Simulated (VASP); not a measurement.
# Zn3Se (Pm-3m) in VASP: single point with PBE

Aim: the single point of Zn3Se with PBE.

Everything below comes from runs of VASP 6.6.1. Logs are shortened: lines on timing, memory, paths and dates and some standing lists are left out, and cuts for length are marked.

## 1. The cell of the first run

It takes space group Pm-3m (No. 221, cubic). The conventional cell has a = 5.420 Å, b = 5.420 Å, c = 5.420 Å, α = 90.00°, β = 90.00°, γ = 90.00°. Zn (site symmetry 4/mmm) has 2 Se at 2.71 Å within 3.6 Å. Se (site symmetry m-3m) has 6 Zn at 2.71 Å within 3.6 Å.

## 2. Single point, PBE

File POSCAR:

```
Zn3Se
1.0
    5.4204431768      0.0000000000      0.0000000000
    0.0000000000      5.4204431768      0.0000000000
    0.0000000000      0.0000000000      5.4204431768
Zn Se
3 1
Direct
    0.0000000000      0.5000000000      0.5000000000
    0.5000000000      0.0000000000      0.5000000000
    0.5000000000      0.5000000000      0.0000000000
    0.5000000000      0.5000000000      0.5000000000
```

File INCAR.step1:

```
PREC = Accurate
ENCUT = 520
EDIFF = 1E-6
ISMEAR = 0
SIGMA = 0.1
LREAL = False
LASPH = True
NELM = 100
ALGO = Normal
ISIF = 2
LWAVE = False
LCHARG = True
GGA = PE
NBANDS = 29
```

File KPOINTS.step1:

```
regular mesh
0
Gamma
  8 8 8
```

File INCAR.step2:

```
PREC = Accurate
ENCUT = 520
EDIFF = 1E-6
ISMEAR = -5
SIGMA = 0.1
LREAL = False
LASPH = True
NELM = 100
ALGO = Normal
ISIF = 2
LWAVE = False
LCHARG = False
GGA = PE
LORBIT = 11
NEDOS = 1001
ICHARG = 11
```

File KPOINTS.step2:

```
regular mesh
0
Gamma
  12 12 12
```

Potentials or basis: VASP PAW PBE potentials, release 64 (Zn, Se).

On the command line:

```bash
$ cat potpaw_PBE.64/Zn/POTCAR potpaw_PBE.64/Se/POTCAR > POTCAR
$ cp INCAR.step1 INCAR
$ cp KPOINTS.step1 KPOINTS
$ mpirun -np 1 vasp_std > vasp.out
$ cp INCAR.step2 INCAR
$ cp KPOINTS.step2 KPOINTS
$ mpirun -np 1 vasp_std > vasp.out
```

OUTCAR:

```text
PREC = Accurate
   ENCUT = 520
   EDIFF = 1E-6
   ISMEAR = -5
   LREAL = False
   LASPH = True
   NELM = 100
   ISIF = 2
   GGA = PE
   LORBIT = 11
   ICHARG = 11

 ion  position               nearest neighbor table
   1  0.000  0.500  0.500-   4 2.71   4 2.71
   2  0.500  0.000  0.500-   4 2.71   4 2.71
   3  0.500  0.500  0.000-   4 2.71   4 2.71
   4  0.500  0.500  0.500-   1 2.71   2 2.71   3 2.71   3 2.71   2 2.71   1 2.71

  LATTYP: Found a simple cubic cell.
 ALAT       =     5.4204431768

  Lattice vectors:

 A1 = (   5.4204431768,   0.0000000000,   0.0000000000)
 A2 = (   0.0000000000,   5.4204431768,   0.0000000000)
 A3 = (   0.0000000000,   0.0000000000,   5.4204431768)

Analysis of symmetry for initial positions (statically):
=====================================================================
 Subroutine PRICEL returns:
 Original cell was already a primitive cell.

 Routine SETGRP: Setting up the symmetry group for a
 simple cubic supercell.

 Subroutine GETGRP returns: Found 48 space group operations
 (whereof 48 operations were pure point group operations)
 out of a pool of 48 trial point group operations.

The static configuration has the point symmetry O_h .

Analysis of symmetry for dynamics (positions and initial velocities):
=====================================================================
 Subroutine PRICEL returns:
 Original cell was already a primitive cell.

 Routine SETGRP: Setting up the symmetry group for a
 simple cubic supercell.

 Subroutine GETGRP returns: Found 48 space group operations
 (whereof 48 operations were pure point group operations)
 out of a pool of 48 trial point group operations.

The dynamic configuration has the point symmetry O_h .

 Subroutine INISYM returns: Found 48 space group operations
 (whereof 48 operations are pure point group operations),
 and found     1 'primitive' translations

----------------------------------------------------------------------------------------

                                     Primitive cell

  volume of cell :     159.2591

  direct lattice vectors                    reciprocal lattice vectors
     5.420443177  0.000000000  0.000000000     0.184486760  0.000000000  0.000000000
     0.000000000  5.420443177  0.000000000     0.000000000  0.184486760  0.000000000
     0.000000000  0.000000000  5.420443177     0.000000000  0.000000000  0.184486760

  length of vectors
     5.420443177  5.420443177  5.420443177     0.184486760  0.184486760  0.184486760

  position of ions in fractional coordinates (direct lattice)
     0.000000000  0.500000000  0.500000000
     0.500000000  0.000000000  0.500000000
     0.500000000  0.500000000  0.000000000
     0.500000000  0.500000000  0.500000000

  ion indices of the primitive-cell ions
   primitive index   ion index
                 1           1
                 2           2
                 3           3
                 4           4

----------------------------------------------------------------------------------------

 KPOINTS: regular mesh

Automatic generation of k-mesh.
 Grid dimensions read from file:
 generate k-points for:   12   12   12

 Generating k-lattice:

  Cartesian coordinates                     Fractional coordinates (reciprocal lattice)
     0.015373897  0.000000000  0.000000000     0.083333333  0.000000000  0.000000000
     0.000000000  0.015373897  0.000000000     0.000000000  0.083333333  0.000000000
     0.000000000  0.000000000  0.015373897     0.000000000  0.000000000  0.083333333

  Length of vectors
     0.015373897  0.015373897  0.015373897

  Shift w.r.t. Gamma in fractional coordinates (k-lattice)
     0.000000000  0.000000000  0.000000000

 TETIRR: Found    854 inequivalent tetrahedra from    10368

 Subroutine IBZKPT returns following result:
 ===========================================

 Found     84 irreducible k-points:

 Following reciprocal coordinates:
            Coordinates               Weight
  0.000000  0.000000  0.000000      1.000000
  0.083333  0.000000  0.000000      6.000000
  0.166667  0.000000  0.000000      6.000000
  0.250000  0.000000  0.000000      6.000000
  0.333333  0.000000  0.000000      6.000000
  0.416667  0.000000  0.000000      6.000000
[... 16 lines left out ...]
  0.333333  0.333333  0.000000     12.000000
  0.416667  0.333333  0.000000     24.000000
 [... further k-points ...]
   k-points           NKPTS =     84   k-points in BZ     NKDIM =     84   number of bands    NBANDS=     25
   number of dos      NEDOS =   1001   number of ions     NIONS =      4
   total plane-waves  NPLWV =  64000
   dimension x,y,z NGX =    40 NGY =   40 NGZ =   40
   dimension x,y,z NGXF=    80 NGYF=   80 NGZF=   80
   ions per type =               3   1
   NGX,Y,Z   is equivalent  to a cutoff of  12.27, 12.27, 12.27 a.u.
   NGXF,Y,Z  is equivalent  to a cutoff of  24.54, 24.54, 24.54 a.u.
 SYSTEM =  unknown system
   PREC   = accura    normal or accurate (medium, high low for compatibility)
   ISTART =      0    job   : 0-new  1-cont  2-samecut
   ICHARG =     11    charge: 1-file 2-atom 10-const
   ISPIN  =      1    spin polarized calculation?
   LNONCOLLINEAR =      F non collinear calculations
   LSORBIT =      F    spin-orbit coupling
   LASPH  =      T    aspherical Exc in radial PAW
   ENCUT  =  520.0 eV  38.22 Ry    6.18 a.u.  10.08 10.08 10.08*2*pi/ulx,y,z
   NELM   =    100;   NELMIN=  2; NELMDL=  0     # of ELM steps
   EDIFF  = 0.1E-05   stopping-criterion for ELM
   LREAL  =      F    real-space projection
   EDIFFG = 0.1E-04   stopping-criterion for IOM
   NSW    =      0    number of steps for IOM
   IBRION =     -1    ionic relax: 0-MD 1-quasi-New 2-CG
   NFREE  =      0    steps in history (QN), initial steepest desc. (CG)
   ISIF   =      2    stress and relaxation
   ISYM   =      2    0-nonsym 1-usesym 2-fastsym
   POTIM  = 0.5000    time-step for ionic-motion
   TEBEG  =    0.0;   TEEND  =   0.0 temperature during run
   PSTRESS=    0.0 pullay stress
   NELECT =      42.0000    total number of electrons
   NUPDOWN=      -1.0000    fix difference up-down
   EMIN   =  10.00;   EMAX   =-10.00  energy-range for DOS
   EFERMI =   0.00;   METHOD = LEGACY
   ISMEAR =    -5;   SIGMA  =   0.10  broadening in eV -4-tet -1-fermi 0-gaus
   EFERMI_NEDOS =   21; number of points for ismear=-14 and -15
   IALGO  =     38    algorithm
   IMIX   =      4    mixing-type and parameters
     AMIX     =   0.40;   BMIX     =  1.00
     AMIX_MAG =   1.60;   BMIX_MAG =  1.00
  volume/ion in A,a.u.               =      39.81       268.68
  Fermi-wavevector in a.u.,A,eV,Ry     =   1.049840  1.983910 14.995853  1.102164
  Thomas-Fermi vector in A             =   2.184819
   LORBIT       =     11    0 simple, 1 ext, 2 COOP (PROOUT), +10 PAW based schemes
   GGA     = PE    functional components
   LHFCALC =     F    Hartree Fock is set to
   AEXX    =    0.0000 exact exchange contribution
   IVDW    =     0    specifies the selected vdW correction
   LEPSILON=     F    determine dielectric tensor
   LRPA    =     F    only Hartree local field effects (RPA)
 non-spin polarized calculation
 Fermi weights with tetrahedron method with Bloechl corrections
  energy-cutoff  :      520.00
  volume of cell :      159.26
 maximum number of plane-waves:      4337

 number of electron      42.0000023 magnetization

 Free energy of the ion-electron system (eV)
  ---------------------------------------------------
  ext. energy  EPLUGINS =         0.00000000
  ---------------------------------------------------
  free energy    TOTEN  =        -4.43020042 eV

  energy without entropy =       -4.43020042  energy(sigma->0) =       -4.43020042

 E-fermi :  -0.0315     XC(G=0):  -6.7820

 val. band max:       -0.0118322350   @ k =   0.5000   0.3333   0.3333
 cond. band min:      -0.0479410125   @ k =   0.5000   0.4167   0.2500
 fundamental gap:     -0.0361087775
 Fermi energy:        -0.0315368489

 k-point     1 :       0.0000    0.0000    0.0000
  band No.  band energies     occupation
      1     -14.0727      2.00000
      2      -7.2605      2.00000
      3      -7.2605      2.00000
      4      -7.2605      2.00000
      5      -7.2296      2.00000
      6      -7.2296      2.00000
[... 17 lines left out ...]
     24       3.0377      0.00000
     25       3.0377      0.00000

 k-point     2 :       0.0833    0.0000    0.0000
  band No.  band energies     occupation
      1     -14.0679      2.00000
      2      -7.2599      2.00000
      3      -7.2590      2.00000
      4      -7.2590      2.00000
      5      -7.2292      2.00000
      6      -7.2280      2.00000
[... 17 lines left out ...]
     24       3.0006      0.00000
     25       3.0006      0.00000

 k-point     3 :       0.1667    0.0000    0.0000
  band No.  band energies     occupation
      1     -14.0546      2.00000
      2      -7.2583      2.00000
      3      -7.2547      2.00000
      4      -7.2547      2.00000
      5      -7.2355      2.00000
      6      -7.2268      2.00000
[... 552 lines left out ...]
 k-point    23 :       0.3333    0.3333    0.0000
  band No.  band energies     occupation
      1     -13.9620      2.00000
      2      -7.4293      2.00000
      3      -7.4091      2.00000
      4      -7.2649      2.00000
      5      -7.2136      2.00000
      6      -7.2130      2.00000
[... 17 lines left out ...]
     24       2.5504      0.00000
     25       2.7151      0.00000

 k-point    24 :       0.4167    0.3333    0.0000
  band No.  band energies     occupation
      1     -13.9480      2.00000
      2      -7.4811      2.00000
      3      -7.4279      2.00000
      4      -7.2665      2.00000
      5      -7.2124      2.00000
      6      -7.2097      2.00000
[... 17 lines left out ...]
     24       2.4574      0.00000
     25       2.7068      0.00000

 [... further k-points ...]

------------------------ aborting loop because EDIFF is reached ----------------------------------------

  FORCE on cell =-STRESS in cart. coord.  units (eV):
  Direction    XX          YY          ZZ          XY          YZ          ZX
  --------------------------------------------------------------------------------------
  -------------------------------------------------------------------------------------
  Total       -0.1926587     -0.1926587     -0.1926587     -0.0000000      0.0000000     -0.0000000
  in kB       -1.9381833     -1.9381833     -1.9381833     -0.0000000      0.0000000     -0.0000000
  external PRESSURE =      -1.9381833 kB  Pullay stress =       0.0000000 kB

 VOLUME and BASIS-vectors are now :
 -----------------------------------------------------------------------------
  energy-cutoff  :      520.00
  volume of cell :      159.26
      direct lattice vectors                 reciprocal lattice vectors
     5.420443177  0.000000000  0.000000000     0.184486760  0.000000000  0.000000000
     0.000000000  5.420443177  0.000000000     0.000000000  0.184486760  0.000000000
     0.000000000  0.000000000  5.420443177     0.000000000  0.000000000  0.184486760

 POSITION                                       TOTAL-FORCE (eV/Angst)
 -----------------------------------------------------------------------------------
      0.00000      2.71022      2.71022         0.000000      0.000000      0.000000
      2.71022      0.00000      2.71022         0.000000      0.000000      0.000000
      2.71022      2.71022      0.00000         0.000000      0.000000      0.000000
      2.71022      2.71022      2.71022         0.000000      0.000000      0.000000
 -----------------------------------------------------------------------------------
    total drift:                               -0.000000      0.000000     -0.000000

  FREE ENERGIE OF THE ION-ELECTRON SYSTEM (eV)
  ---------------------------------------------------
  free  energy   TOTEN  =        -4.4302004181 eV

  energy  without entropy=       -4.4302004181  energy(sigma->0) =       -4.43020042

 total charge

# of ion       s       p       d       tot
------------------------------------------
    1        0.751   0.131   9.738  10.620
    2        0.751   0.131   9.738  10.620
    3        0.751   0.131   9.738  10.620
    4        1.520   2.174   0.048   3.741
--------------------------------------------------
tot          3.774   2.567  29.261  35.602
```

Run time: 6.3 min. Hardware: 1 thread of Intel Xeon 8259CL, shared host; peak memory 0.43 GiB.

Results:

| Quantity | Value |
| --- | --- |
| Valence electrons inside the program's atomic spheres | Zn 10.62; Se 3.74 |
